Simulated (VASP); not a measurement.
# Pb (Pm-3m) in VASP: a series of runs

Pb is run at these levels: PBE; tasks: single point, relaxation of cell and atoms.

Program: VASP 6.6.1. These are calculated values, not measurements. Logs are shortened: lines on timing, memory, paths and dates and some standing lists are left out, and cuts for length are marked.

## Step 1: The cell of the first run

The structure is cubic, space group Pm-3m (No. 221). Conventional cell: a = 4.781 Å, b = 4.781 Å, c = 4.781 Å, α = 90.00°, β = 90.00°, γ = 90.00°. Within 4.4 Å of Pb (site symmetry 4/mmm) lie 8 Pb at 3.38 Å.

## Step 2: Single point, PBE

The input, INCAR:

```
SYSTEM = Pb
ALGO = Normal ; EDIFF = 1E-6
ENCUT = 520 ; GGA = PE
ISIF = 2 ; ISMEAR = 0
LASPH = .TRUE. ; LCHARG = .FALSE.
LREAL = .FALSE. ; LWAVE = .FALSE.
NBANDS = 28 ; NELM = 100
PREC = Accurate ; SIGMA = 0.1
```

The input, KPOINTS:

```
k-points
0
G
  10 10 10
  0 0 0
```

The input, POSCAR:

```
Pb
1.0
    4.7813565448      0.0000000000      0.0000000000
    0.0000000000      4.7813565448      0.0000000000
    0.0000000000      0.0000000000      4.7813565448
Pb
3
Direct
    0.5000000000      0.0000000000      0.0000000000
    0.0000000000      0.5000000000      0.0000000000
    0.0000000000      0.0000000000      0.5000000000
```

Potentials or basis: VASP PAW PBE potentials, release 64 (Pb_d).

Launch:

```
$ cat potpaw_PBE.64/Pb_d/POTCAR > POTCAR
$ mpirun -np 1 vasp_std > vasp.out
```

OUTCAR:

```text
SYSTEM = Pb
   EDIFF = 1E-6
   ENCUT = 520
   GGA = PE
   ISIF = 2
   ISMEAR = 0
   LASPH = .TRUE.
   LREAL = .FALSE.
   NELM = 100
   PREC = Accurate

 ion  position               nearest neighbor table
   1  0.500  0.000  0.000-   2 3.38   3 3.38   3 3.38   2 3.38   2 3.38   3 3.38   3 3.38   2 3.38

   2  0.000  0.500  0.000-   1 3.38   3 3.38   3 3.38   1 3.38   3 3.38   3 3.38   1 3.38   1 3.38

   3  0.000  0.000  0.500-   1 3.38   2 3.38   1 3.38   2 3.38   2 3.38   2 3.38   1 3.38   1 3.38

  LATTYP: Found a simple cubic cell.
 ALAT       =     4.7813565448

  Lattice vectors:

 A1 = (   4.7813565448,   0.0000000000,   0.0000000000)
 A2 = (   0.0000000000,   4.7813565448,   0.0000000000)
 A3 = (   0.0000000000,   0.0000000000,   4.7813565448)

Analysis of symmetry for initial positions (statically):
=====================================================================
 Subroutine PRICEL returns:
 Original cell was already a primitive cell.

 Routine SETGRP: Setting up the symmetry group for a
 simple cubic supercell.

 Subroutine GETGRP returns: Found 48 space group operations
 (whereof 48 operations were pure point group operations)
 out of a pool of 48 trial point group operations.

The static configuration has the point symmetry O_h .

Analysis of symmetry for dynamics (positions and initial velocities):
=====================================================================
 Subroutine PRICEL returns:
 Original cell was already a primitive cell.

 Routine SETGRP: Setting up the symmetry group for a
 simple cubic supercell.

 Subroutine GETGRP returns: Found 48 space group operations
 (whereof 48 operations were pure point group operations)
 out of a pool of 48 trial point group operations.

The dynamic configuration has the point symmetry O_h .

 Subroutine INISYM returns: Found 48 space group operations
 (whereof 48 operations are pure point group operations),
 and found     1 'primitive' translations

----------------------------------------------------------------------------------------

                                     Primitive cell

  volume of cell :     109.3084

  direct lattice vectors                    reciprocal lattice vectors
     4.781356545  0.000000000  0.000000000     0.209145666  0.000000000  0.000000000
     0.000000000  4.781356545  0.000000000     0.000000000  0.209145666  0.000000000
     0.000000000  0.000000000  4.781356545     0.000000000  0.000000000  0.209145666

  length of vectors
     4.781356545  4.781356545  4.781356545     0.209145666  0.209145666  0.209145666

  position of ions in fractional coordinates (direct lattice)
     0.500000000  0.000000000  0.000000000
     0.000000000  0.500000000  0.000000000
     0.000000000  0.000000000  0.500000000

  ion indices of the primitive-cell ions
   primitive index   ion index
                 1           1
                 2           2
                 3           3

----------------------------------------------------------------------------------------

 KPOINTS: k-points

Automatic generation of k-mesh.
 Grid dimensions read from file:
 generate k-points for:   10   10   10

 Generating k-lattice:

  Cartesian coordinates                     Fractional coordinates (reciprocal lattice)
     0.020914567  0.000000000  0.000000000     0.100000000  0.000000000  0.000000000
     0.000000000  0.020914567  0.000000000     0.000000000  0.100000000  0.000000000
     0.000000000  0.000000000  0.020914567     0.000000000  0.000000000  0.100000000

  Length of vectors
     0.020914567  0.020914567  0.020914567

  Shift w.r.t. Gamma in fractional coordinates (k-lattice)
     0.000000000  0.000000000  0.000000000

 Subroutine IBZKPT returns following result:
 ===========================================

 Found     56 irreducible k-points:

 Following reciprocal coordinates:
            Coordinates               Weight
  0.000000  0.000000  0.000000      1.000000
  0.100000  0.000000  0.000000      6.000000
  0.200000  0.000000  0.000000      6.000000
  0.300000  0.000000  0.000000      6.000000
  0.400000  0.000000  0.000000      6.000000
  0.500000  0.000000  0.000000      3.000000
[... 16 lines left out ...]
  0.200000  0.100000  0.100000     24.000000
  0.300000  0.100000  0.100000     24.000000
 [... further k-points ...]
   k-points           NKPTS =     56   k-points in BZ     NKDIM =     56   number of bands    NBANDS=     28
   number of dos      NEDOS =    301   number of ions     NIONS =      3
   total plane-waves  NPLWV =  46656
   dimension x,y,z NGX =    36 NGY =   36 NGZ =   36
   dimension x,y,z NGXF=    72 NGYF=   72 NGZF=   72
   ions per type =               3
   NGX,Y,Z   is equivalent  to a cutoff of  12.52, 12.52, 12.52 a.u.
   NGXF,Y,Z  is equivalent  to a cutoff of  25.03, 25.03, 25.03 a.u.
 SYSTEM =  Pb
   PREC   = accura    normal or accurate (medium, high low for compatibility)
   ISTART =      0    job   : 0-new  1-cont  2-samecut
   ICHARG =      2    charge: 1-file 2-atom 10-const
   ISPIN  =      1    spin polarized calculation?
   LNONCOLLINEAR =      F non collinear calculations
   LSORBIT =      F    spin-orbit coupling
   LASPH  =      T    aspherical Exc in radial PAW
   ENCUT  =  520.0 eV  38.22 Ry    6.18 a.u.   8.89  8.89  8.89*2*pi/ulx,y,z
   NELM   =    100;   NELMIN=  2; NELMDL= -5     # of ELM steps
   EDIFF  = 0.1E-05   stopping-criterion for ELM
   LREAL  =      F    real-space projection
   EDIFFG = 0.1E-04   stopping-criterion for IOM
   NSW    =      0    number of steps for IOM
   IBRION =     -1    ionic relax: 0-MD 1-quasi-New 2-CG
   NFREE  =      0    steps in history (QN), initial steepest desc. (CG)
   ISIF   =      2    stress and relaxation
   ISYM   =      2    0-nonsym 1-usesym 2-fastsym
   POTIM  = 0.5000    time-step for ionic-motion
   TEBEG  =    0.0;   TEEND  =   0.0 temperature during run
   PSTRESS=    0.0 pullay stress
   NELECT =      42.0000    total number of electrons
   NUPDOWN=      -1.0000    fix difference up-down
   EMIN   =  10.00;   EMAX   =-10.00  energy-range for DOS
   EFERMI =   0.00;   METHOD = LEGACY
   ISMEAR =     0;   SIGMA  =   0.10  broadening in eV -4-tet -1-fermi 0-gaus
   EFERMI_NEDOS =   21; number of points for ismear=-14 and -15
   IALGO  =     38    algorithm
   IMIX   =      4    mixing-type and parameters
     AMIX     =   0.40;   BMIX     =  1.00
     AMIX_MAG =   1.60;   BMIX_MAG =  1.00
  volume/ion in A,a.u.               =      36.44       245.88
  Fermi-wavevector in a.u.,A,eV,Ry     =   1.190164  2.249084 19.272520  1.416490
  Thomas-Fermi vector in A             =   2.326255
   LORBIT       =      0    0 simple, 1 ext, 2 COOP (PROOUT), +10 PAW based schemes
   GGA     = PE    functional components
   LHFCALC =     F    Hartree Fock is set to
   AEXX    =    0.0000 exact exchange contribution
   IVDW    =     0    specifies the selected vdW correction
   LEPSILON=     F    determine dielectric tensor
   LRPA    =     F    only Hartree local field effects (RPA)
 non-spin polarized calculation
 Gauss-broadening in eV      SIGMA  =   0.10
  energy-cutoff  :      520.00
  volume of cell :      109.31
 maximum number of plane-waves:      3016
 NGX is ok and might be reduce to    36
   NGX = 17   NGY = 17   NGZ = 17

 number of electron      42.0000013 magnetization

 Free energy of the ion-electron system (eV)
  ---------------------------------------------------
  ext. energy  EPLUGINS =         0.00000000
  ---------------------------------------------------
  free energy    TOTEN  =       -10.24500235 eV

  energy without entropy =      -10.23086987  energy(sigma->0) =      -10.23793611

 E-fermi :   5.2419     XC(G=0):  -9.1459

 val. band max:        5.2408403972   @ k =   0.5000   0.3000   0.2000
 cond. band min:       5.2424934730   @ k =   0.4000   0.1000   0.0000
 fundamental gap:      0.0016530758
 Fermi energy:         5.2419051840

 k-point     1 :       0.0000    0.0000    0.0000
  band No.  band energies     occupation
      1     -11.8885      2.00000
      2     -11.8885      2.00000
      3     -11.8885      2.00000
      4     -11.8539      2.00000
      5     -11.7256      2.00000
      6     -11.7256      2.00000
[... 20 lines left out ...]
     27      10.5430      0.00000
     28      10.5430      0.00000

 k-point     2 :       0.1000    0.0000    0.0000
  band No.  band energies     occupation
      1     -11.8867      2.00000
      2     -11.8768      2.00000
      3     -11.8768      2.00000
      4     -11.8455      2.00000
      5     -11.7243      2.00000
      6     -11.7183      2.00000
[... 20 lines left out ...]
     27      10.3631      0.00000
     28      10.3631      0.00000

 k-point     3 :       0.2000    0.0000    0.0000
  band No.  band energies     occupation
      1     -11.8821      2.00000
      2     -11.8430      2.00000
      3     -11.8430      2.00000
      4     -11.8218      2.00000
      5     -11.7206      2.00000
      6     -11.6977      2.00000
[... 20 lines left out ...]
     27      10.1506      0.00000
     28      10.1506      0.00000

 k-point     4 :       0.3000    0.0000    0.0000
  band No.  band energies     occupation
      1     -11.8761      2.00000
      2     -11.7897      2.00000
      3     -11.7897      2.00000
      4     -11.7875      2.00000
      5     -11.7156      2.00000
      6     -11.6672      2.00000
[... 578 lines left out ...]
     27      10.4379      0.00000
     28      10.4379      0.00000

 k-point    23 :       0.2000    0.1000    0.1000
  band No.  band energies     occupation
      1     -11.8653      2.00000
      2     -11.8394      2.00000
      3     -11.8331      2.00000
      4     -11.7997      2.00000
      5     -11.7080      2.00000
      6     -11.6896      2.00000
[... 20 lines left out ...]
     27      10.1377      0.00000
     28      10.3558      0.00000

 k-point    24 :       0.3000    0.1000    0.1000
  band No.  band energies     occupation
      1     -11.8579      2.00000
      2     -11.8014      2.00000
      3     -11.7876      2.00000
      4     -11.7587      2.00000
      5     -11.7025      2.00000
      6     -11.6571      2.00000
[... 20 lines left out ...]
     27      10.1645      0.00000
     28      10.2961      0.00000

 [... further k-points ...]
[... 5 lines left out ...]
  --------------------------------------------------------------------------------------
  -------------------------------------------------------------------------------------
  Total       -0.0451592     -0.0451592     -0.0451592      0.0000000     -0.0000000      0.0000000
  in kB       -0.6619167     -0.6619167     -0.6619167      0.0000000     -0.0000000      0.0000000
  external PRESSURE =      -0.6619167 kB  Pullay stress =       0.0000000 kB

 VOLUME and BASIS-vectors are now :
 -----------------------------------------------------------------------------
  energy-cutoff  :      520.00
  volume of cell :      109.31
      direct lattice vectors                 reciprocal lattice vectors
     4.781356545  0.000000000  0.000000000     0.209145666  0.000000000  0.000000000
     0.000000000  4.781356545  0.000000000     0.000000000  0.209145666  0.000000000
     0.000000000  0.000000000  4.781356545     0.000000000  0.000000000  0.209145666

 POSITION                                       TOTAL-FORCE (eV/Angst)
 -----------------------------------------------------------------------------------
      2.39068      0.00000      0.00000         0.000000      0.000000      0.000000
      0.00000      2.39068      0.00000         0.000000      0.000000      0.000000
      0.00000      0.00000      2.39068         0.000000      0.000000      0.000000
 -----------------------------------------------------------------------------------
    total drift:                                0.000000      0.000000     -0.000000

  FREE ENERGIE OF THE ION-ELECTRON SYSTEM (eV)
  ---------------------------------------------------
  free  energy   TOTEN  =       -10.2450023549 eV

  energy  without entropy=      -10.2308698684  energy(sigma->0) =      -10.23793611
```

Wall time 36 s (1 thread of Intel Xeon 6975P-C (Granite Rapids), shared host); peak memory 0.28 GiB.

Results:

| Item | Value |
| --- | --- |
| Free energy | -10.2450 eV |
| Pressure | -0.1 GPa |
| Band gap on the k mesh | zero (band 21 reaches 6.12 eV, above the bottom of band 22 at 2.71 eV) |

Caveat: spin-orbit coupling is left out, which moves the levels of the heavy elements.

## Step 3: Relaxation of cell and atoms, PBE

This run uses another cell than the first one, of 36.11 Å³/atom, 0.991 times its volume.

The input, INCAR:

```
SYSTEM = Pb
PREC = Accurate
ENCUT = 600
EDIFF = 1E-7
ISMEAR = 0
SIGMA = 0.1
LREAL = .FALSE.
LASPH = .TRUE.
NELM = 100
ALGO = Normal
ISIF = 3
LWAVE = .FALSE.
LCHARG = .FALSE.
GGA = PE
IBRION = 2
NSW = 100
EDIFFG = -0.01
```

The input, KPOINTS:

```
Automatic mesh
0
G
  10 10 10
  0 0 0
```

The input, POSCAR:

```
Pb
1.0
    4.7669982302      0.0000000000      0.0000000000
    0.0000000000      4.7669982302      0.0000000000
    0.0000000000      0.0000000000      4.7669982302
Pb
3
Direct
    0.5000000000      0.0000000000      0.0000000000
    0.0000000000      0.5000000000      0.0000000000
    0.0000000000      0.0000000000      0.5000000000
```

Potentials or basis: VASP PAW PBE potentials, release 64 (Pb_d).

Launch:

```
$ cat potpaw_PBE.64/Pb_d/POTCAR > POTCAR
$ mpirun -np 1 vasp_std > vasp.out
```

Wall time 2.1 min (1 thread of Intel Xeon 6975P-C (Granite Rapids), shared host); peak memory 0.33 GiB.

The run converged. Its results:

- Free energy: -10.2450 eV
- Relaxed volume: 36.40 Å³/atom
- Relaxed cell: a = 4.780 Å, b = 4.780 Å, c = 4.780 Å, α = 90.00°, β = 90.00°, γ = 90.00°
- Space group after relaxing (to 0.05 Å): Pm-3m (No. 221)
- Energy gained by relaxing: 0.3 meV/atom
- Ionic steps: 3
- Pressure after relaxing: 0.0 GPa
- Band gap on the k mesh: zero (band 21 reaches 6.13 eV, above the bottom of band 22 at 2.72 eV)

Step by step:
```csv
step,energy change (eV),largest force (eV/Å),pressure (GPa),volume (Å³)
1,0.0000,0.0000,0.29,108.33
2,-0.0008,0.0000,-0.04,109.35
3,-0.0008,0.0000,0.00,109.20
```

Final structure:
```yaml
crystal:
  lattice:
    - [4.77983, 0.00000, 0.00000]
    - [0.00000, 4.77983, 0.00000]
    - [0.00000, 0.00000, 4.77983]
  atoms:
    - { symbol: Pb, position: [0.50000, 0.00000, 0.00000] }
    - { symbol: Pb, position: [0.00000, 0.50000, 0.00000] }
    - { symbol: Pb, position: [0.00000, 0.00000, 0.50000] }
```

Levels at points of the mesh, in eV from the Fermi level:
```csv
k point,band 18,band 19,band 20,band 21,band 22,band 23,band 24,band 25
"(0.00, 0.00, 0.00)",-6.15,-2.18,-2.18,-2.18,2.92,3.11,3.11,3.11
"(0.50, 0.00, 0.00)",-6.01,-0.99,-0.99,0.67,0.98,0.98,1.23,1.49
"(0.50, 0.50, 0.00)",-8.29,-2.87,-0.74,0.88,1.30,1.30,1.36,1.36
"(0.50, 0.50, 0.50)",-7.84,-4.39,-2.54,-2.54,-2.54,2.80,6.50,6.50
```

Caveat: spin-orbit coupling is left out, which moves the levels of the heavy elements.
